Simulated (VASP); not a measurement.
A run of VASP 6.6.1 is set up as follows.

File INCAR:

```
ALGO     = Normal         # electronic algorithm
EDIFF    = 1E-6           # SCF threshold, eV
EDIFFG   = -0.03          # ionic threshold
ENCUT    = 600            # plane-wave cutoff, eV
GGA      = PS             # functional
IBRION   = 2              # ionic algorithm
ISIF     = 3              # what is computed and relaxed
ISMEAR   = -1             # smearing method
LASPH    = True           # aspherical terms in the spheres
LCHARG   = False          # write CHGCAR
LREAL    = False          # projectors in reciprocal space
LWAVE    = False          # write WAVECAR
NELM     = 80             # most SCF steps
NSW      = 60             # ionic steps
PREC     = Accurate       # precision mode
SIGMA    = 0.05           # smearing width, eV
```

Contents of KPOINTS:

```
k-points
0
Gamma
  8 8 8
```

The input POSCAR:

```
Au
1.0
    2.6500000000      0.0000000000      0.0000000000
    0.0000000000      2.6500000000      0.0000000000
    0.0000000000      0.0000000000      2.6500000000
Au
1
Direct
    0.0000000000      0.0000000000      0.0000000000
```

Potentials or basis: VASP PAW PBE potentials, release 64 (Au).

Command:

```bash
$ cat potpaw_PBE.64/Au/POTCAR > POTCAR
$ mpirun -np 1 vasp_std > vasp.out
```

(1) What does it give for the relaxed volume?

(2) Estimate the relaxed cell.

(3) Estimate the space group after relaxing (to 0.05 Å).

## Answers

(1) 19.66 Å³/atom.

(2) a = 2.699 Å, b = 2.699 Å, c = 2.699 Å, α = 90.00°, β = 90.00°, γ = 90.00°.

(3) Pm-3m (No. 221).

Caveat: the PAW data sets were made with another functional, which shifts forces and pressure a little.
